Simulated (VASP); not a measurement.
# LiH (Pm-3m) in VASP: a series of runs, part 2 of 2

VASP 6.6.1.

### Step 3. Single point, PBE

Contents of INCAR:

```
ALGO     = Normal         # electronic algorithm
EDIFF    = 1E-7           # SCF threshold, eV
ENCUT    = 520            # plane-wave cutoff, eV
GGA      = PE             # functional
ISIF     = 2              # what is computed and relaxed
ISMEAR   = 0              # smearing method
LASPH    = T              # aspherical terms in the spheres
LCHARG   = F              # write CHGCAR
LREAL    = F              # projectors in reciprocal space
LWAVE    = F              # write WAVECAR
NBANDS   = 9              # bands
NELM     = 100            # most SCF steps
PREC     = Accurate       # precision mode
SIGMA    = 0.01           # smearing width, eV
```

Contents of KPOINTS:

```
k-points
0
Gamma
  6 6 6
```

Contents of POSCAR:

```
LiH
1.0
    2.5016587118      0.0000000000      0.0000000000
    0.0000000000      2.5016587118      0.0000000000
    0.0000000000      0.0000000000      2.5016587118
Li H
1 1
Direct
    0.0000000000      0.0000000000      0.0000000000
    0.5000000000      0.5000000000      0.5000000000
```

Potentials or basis: VASP PAW PBE potentials, release 64 (Li_sv, H).

Launch:

```sh
$ cat potpaw_PBE.64/Li_sv/POTCAR potpaw_PBE.64/H/POTCAR > POTCAR
$ mpirun -np 1 vasp_std > vasp.out
```

OUTCAR:

```text
EDIFF = 1E-7
   ENCUT = 520
   GGA = PE
   ISIF = 2
   ISMEAR = 0
   LASPH = T
   LREAL = F
   NELM = 100
   PREC = Accurate

 ion  position               nearest neighbor table
   1  0.000  0.000  0.000-
   2  0.500  0.500  0.500-

  LATTYP: Found a simple cubic cell.
 ALAT       =     2.5016587118

  Lattice vectors:

 A1 = (   2.5016587118,   0.0000000000,   0.0000000000)
 A2 = (   0.0000000000,   2.5016587118,   0.0000000000)
 A3 = (   0.0000000000,   0.0000000000,   2.5016587118)

Analysis of symmetry for initial positions (statically):
=====================================================================
 Subroutine PRICEL returns:
 Original cell was already a primitive cell.

 Routine SETGRP: Setting up the symmetry group for a
 simple cubic supercell.

 Subroutine GETGRP returns: Found 48 space group operations
 (whereof 48 operations were pure point group operations)
 out of a pool of 48 trial point group operations.

The static configuration has the point symmetry O_h .

Analysis of symmetry for dynamics (positions and initial velocities):
[... 162 lines left out ...]
 k-point     1 :       0.0000    0.0000    0.0000
  band No.  band energies     occupation
      1     -44.5840      2.00000
      2      -5.2754      2.00000
      3      15.5172      0.00000
      4      15.5172      0.00000
      5      15.5172      0.00000
      6      16.1299      0.00000
      7      18.6670      0.00000
      8      18.6670      0.00000
      9      35.2566      0.00000
[... 217 lines left out ...]
 k-point    20 :       0.5000    0.5000    0.5000
  band No.  band energies     occupation
      1     -44.4386      2.00000
      2       3.5671      2.00000
      3       9.9697      0.00000
      4       9.9697      0.00000
      5       9.9697      0.00000
      6      12.3256      0.00000
      7      12.3256      0.00000
      8      12.3256      0.00000
      9      25.0296      0.00000

------------------------ aborting loop because EDIFF is reached ----------------------------------------

  FORCE on cell =-STRESS in cart. coord.  units (eV):
  Direction    XX          YY          ZZ          XY          YZ          ZX
  --------------------------------------------------------------------------------------
  -------------------------------------------------------------------------------------
  Total        0.0214153      0.0214153      0.0214153     -0.0000000      0.0000000      0.0000000
  in kB        2.1915428      2.1915428      2.1915428     -0.0000000      0.0000000      0.0000000
  external PRESSURE =       2.1915428 kB  Pullay stress =       0.0000000 kB

 VOLUME and BASIS-vectors are now :
 -----------------------------------------------------------------------------
  energy-cutoff  :      520.00
  volume of cell :       15.66
      direct lattice vectors                 reciprocal lattice vectors
     2.501658712  0.000000000  0.000000000     0.399734782  0.000000000  0.000000000
     0.000000000  2.501658712  0.000000000     0.000000000  0.399734782  0.000000000
     0.000000000  0.000000000  2.501658712     0.000000000  0.000000000  0.399734782

 POSITION                                       TOTAL-FORCE (eV/Angst)
 -----------------------------------------------------------------------------------
      0.00000      0.00000      0.00000         0.000000      0.000000      0.000000
      1.25083      1.25083      1.25083         0.000000      0.000000      0.000000
 -----------------------------------------------------------------------------------
    total drift:                               -0.000000      0.000000     -0.000000

  FREE ENERGIE OF THE ION-ELECTRON SYSTEM (eV)
  ---------------------------------------------------
  free  energy   TOTEN  =        -5.6503711842 eV

  energy  without entropy=       -5.6503711842  energy(sigma->0) =       -5.65037118
```

OSZICAR:

```text
N       E                     dE             d eps       ncg     rms          rms(c)
DAV:   1    -0.224532362446E+01   -0.22453E+01   -0.13065E+03   392   0.394E+02
DAV:   2    -0.587135943197E+01   -0.36260E+01   -0.36152E+01   494   0.527E+01
DAV:   3    -0.592001359765E+01   -0.48654E-01   -0.48641E-01   406   0.491E+00
DAV:   4    -0.592023387777E+01   -0.22028E-03   -0.22026E-03   479   0.314E-01
DAV:   5    -0.592023490296E+01   -0.10252E-05   -0.10252E-05   411   0.184E-02    0.284E+00
DAV:   6    -0.572079154266E+01    0.19944E+00   -0.16474E-01   408   0.122E+00    0.142E+00
DAV:   7    -0.564929233561E+01    0.71499E-01   -0.21540E-01   407   0.153E+00    0.223E-01
DAV:   8    -0.565042470711E+01   -0.11324E-02   -0.38704E-03   448   0.431E-01    0.462E-02
DAV:   9    -0.565037153045E+01    0.53177E-04   -0.21786E-04   442   0.503E-02    0.550E-03
DAV:  10    -0.565037125359E+01    0.27686E-06   -0.60214E-06   412   0.184E-02    0.251E-03
DAV:  11    -0.565037118421E+01    0.69381E-07   -0.10915E-07   483   0.179E-03
   1 F= -.56503712E+01 E0= -.56503712E+01  d E =0.000000E+00
```

stdout:

```text
POSCAR found type information on POSCAR LiH
 POSCAR found :  2 types and       2 ions
 scaLAPACK will be used
 LDA part: xc-table for (Slater+PW92), standard interpolation
 POSCAR, INCAR and KPOINTS ok, starting setup
 FFT: planning ... GRIDC
 FFT: planning ... GRID_SOFT
 FFT: planning ... GRID
 WAVECAR not read
 entering main loop
```

Run time: 4.1 s. Hardware: 1 thread of AMD EPYC 7R43 (Zen 3), shared host; peak memory 0.08 GiB.

What came out:

| Item | Value |
| --- | --- |
| Free energy | -5.6504 eV |
| Band gap on the k mesh | 0.72 eV, indirect (least direct gap 4.20 eV) |

Levels at points of the mesh, in eV from the valence-band top:
| k point | band 1 | band 2 | band 3 | band 4 | band 5 | band 6 |
| --- | --- | --- | --- | --- | --- | --- |
| (0.00, 0.00, 0.00) | -48.15 | -8.84 | 11.95 | 11.95 | 11.95 | 12.56 |
| (0.50, 0.00, 0.00) | -48.10 | -6.60 | 0.72 | 11.42 | 16.24 | 16.24 |
| (0.50, 0.50, 0.00) | -48.05 | -2.68 | 1.53 | 1.53 | 9.10 | 19.45 |
| (0.50, 0.50, 0.50) | -48.01 | 0.00 | 6.40 | 6.40 | 6.40 | 8.76 |

Caveat: the cutoff is under 1.25 times the usual one of these potentials, so pressure, stress and relaxed cells hold a basis-set (Pulay) error.

### Step 4. Single point, LDA

This run uses another cell than the first one, of 7.33 Å³/atom, 0.936 times its volume.

Contents of INCAR:

```
SYSTEM = LiH
ALGO = Normal
EDIFF = 1E-7
ENCUT = 520
GGA = CA
ISIF = 2
ISMEAR = -1
LASPH = .TRUE.
LCHARG = .FALSE.
LREAL = .FALSE.
LWAVE = .FALSE.
NBANDS = 9
NELM = 100
PREC = Accurate
SIGMA = 0.02
```

Contents of KPOINTS:

```
k-points
0
G
  10 10 10
  0 0 0
```

Contents of POSCAR:

```
LiH
1.0
    2.4472834598      0.0000000000      0.0000000000
    0.0000000000      2.4472834598      0.0000000000
    0.0000000000      0.0000000000      2.4472834598
Li H
1 1
Direct
    0.0000000000      0.0000000000      0.0000000000
    0.5000000000      0.5000000000      0.5000000000
```

Potentials or basis: VASP PAW LDA potentials, release 64 (Li_sv, H).

Launch:

```sh
$ cat potpaw_LDA.64/Li_sv/POTCAR potpaw_LDA.64/H/POTCAR > POTCAR
$ mpirun -np 1 vasp_std > vasp.out
```

OUTCAR:

```text
SYSTEM = LiH
   EDIFF = 1E-7
   ENCUT = 520
   GGA = CA
   ISIF = 2
   ISMEAR = -1
   LASPH = .TRUE.
   LREAL = .FALSE.
   NELM = 100
   PREC = Accurate

 ion  position               nearest neighbor table
   1  0.000  0.000  0.000-
   2  0.500  0.500  0.500-

  LATTYP: Found a simple cubic cell.
 ALAT       =     2.4472834598

  Lattice vectors:

 A1 = (   2.4472834598,   0.0000000000,   0.0000000000)
 A2 = (   0.0000000000,   2.4472834598,   0.0000000000)
 A3 = (   0.0000000000,   0.0000000000,   2.4472834598)

[... 461 lines left out ...]
      4      14.3669      0.00000
      5      15.1308      0.00000
      6      20.0334      0.00000
      7      24.9546      0.00000
      8      26.2006      0.00000
      9      29.4967      0.00000

 [... further k-points ...]
[... 5 lines left out ...]
  --------------------------------------------------------------------------------------
  -------------------------------------------------------------------------------------
  Total       -0.0165157     -0.0165157     -0.0165157     -0.0000000      0.0000000     -0.0000000
  in kB       -1.8053193     -1.8053193     -1.8053193     -0.0000000      0.0000000     -0.0000000
  external PRESSURE =      -1.8053193 kB  Pullay stress =       0.0000000 kB

 VOLUME and BASIS-vectors are now :
 -----------------------------------------------------------------------------
  energy-cutoff  :      520.00
  volume of cell :       14.66
      direct lattice vectors                 reciprocal lattice vectors
     2.447283460  0.000000000  0.000000000     0.408616336  0.000000000  0.000000000
     0.000000000  2.447283460  0.000000000     0.000000000  0.408616336  0.000000000
     0.000000000  0.000000000  2.447283460     0.000000000  0.000000000  0.408616336

 POSITION                                       TOTAL-FORCE (eV/Angst)
 -----------------------------------------------------------------------------------
      0.00000      0.00000      0.00000         0.000000      0.000000      0.000000
      1.22364      1.22364      1.22364         0.000000      0.000000      0.000000
 -----------------------------------------------------------------------------------
    total drift:                                0.000000     -0.000000     -0.000000

  FREE ENERGIE OF THE ION-ELECTRON SYSTEM (eV)
  ---------------------------------------------------
  free  energy   TOTEN  =        -6.0335661503 eV

  energy  without entropy=       -6.0335659116  energy(sigma->0) =       -6.03356603
```

OSZICAR:

```text
N       E                     dE             d eps       ncg     rms          rms(c)
DAV:   1    -0.169838325127E+01   -0.16984E+01   -0.14876E+03  1048   0.408E+02
DAV:   2    -0.625019588661E+01   -0.45518E+01   -0.45292E+01  1379   0.554E+01
DAV:   3    -0.630901149834E+01   -0.58816E-01   -0.58767E-01  1189   0.529E+00
DAV:   4    -0.630925131105E+01   -0.23981E-03   -0.23974E-03  1303   0.311E-01
DAV:   5    -0.630925196388E+01   -0.65283E-06   -0.65283E-06  1207   0.131E-02    0.279E+00
DAV:   6    -0.610425598905E+01    0.20500E+00   -0.18279E-01  1163   0.122E+00    0.136E+00
DAV:   7    -0.603310766749E+01    0.71148E-01   -0.21667E-01  1175   0.145E+00    0.206E-01
DAV:   8    -0.603364178196E+01   -0.53411E-03   -0.42199E-03  1184   0.483E-01    0.479E-02
DAV:   9    -0.603356585507E+01    0.75927E-04   -0.24732E-04  1329   0.519E-02    0.648E-03
DAV:  10    -0.603356608304E+01   -0.22797E-06   -0.45071E-06  1133   0.168E-02    0.292E-03
DAV:  11    -0.603356615031E+01   -0.67273E-07   -0.49005E-08  1065   0.165E-03
   1 F= -.60335662E+01 E0= -.60335660E+01  d E =-.238690E-06
```

It took 6.6 s on 1 thread of AMD EPYC 7R43 (Zen 3), shared host; peak memory 0.08 GiB.

What came out:

```yaml
Free_energy: -6.0336 eV
Band_gap_on_the_k_mesh: 0.35 eV, indirect (least direct gap 3.88 eV)
```

Caveat: the cutoff is under 1.25 times the usual one of these potentials, so pressure, stress and relaxed cells hold a basis-set (Pulay) error.
